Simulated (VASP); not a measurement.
Os, 2 atoms in the cell. The structure is orthorhombic, space group Cmcm (No. 63). Conventional cell: a = 2.734 Å, b = 4.665 Å, c = 4.320 Å, α = 90.00°, β = 90.00°, γ = 90.00°. Within 3.5 Å of Os (site symmetry m2m) lie 12 Os at 2.66 to 2.73 Å.  This cell differs from its parent crystal: strain -0.0150 x Voigt [0, 1, 0, 0, 0, 0].

```yaml
Program: VASP 6.6.1
Task: single point
Functional: PBEsol
Potentials_or_basis: VASP PAW PBE potentials, release 64 (Os)
Cutoff: 520 eV
k_mesh: 21 × 21 × 12
Occupations: gaussian, width 0.15 eV
Spin: no spin polarisation
Dipole_correction: no
Further_INCAR_settings: ALGO = Fast; EDIFF = 1e-06; NBANDS = 15
```

Potentials or basis: VASP PAW PBE potentials, release 64 (Os).

Launch:

```console
$ cat potpaw_PBE.64/Os/POTCAR > POTCAR
$ mpirun -np 1 vasp_std > vasp.out
```

Hardware: 1 thread of Intel(R) Xeon(R) Platinum 8259CL CPU @ 2.50GHz (Skylake/Cascade Lake), on a shared host.

Question: How long does it take, and how much memory?

Answer: It took 5.9 min on 1 thread of Intel(R) Xeon(R) Platinum 8259CL CPU @ 2.50GHz (Skylake/Cascade Lake), on a shared host, peak memory 0.39 GiB. Counts: scf iterations 14, k points 847.
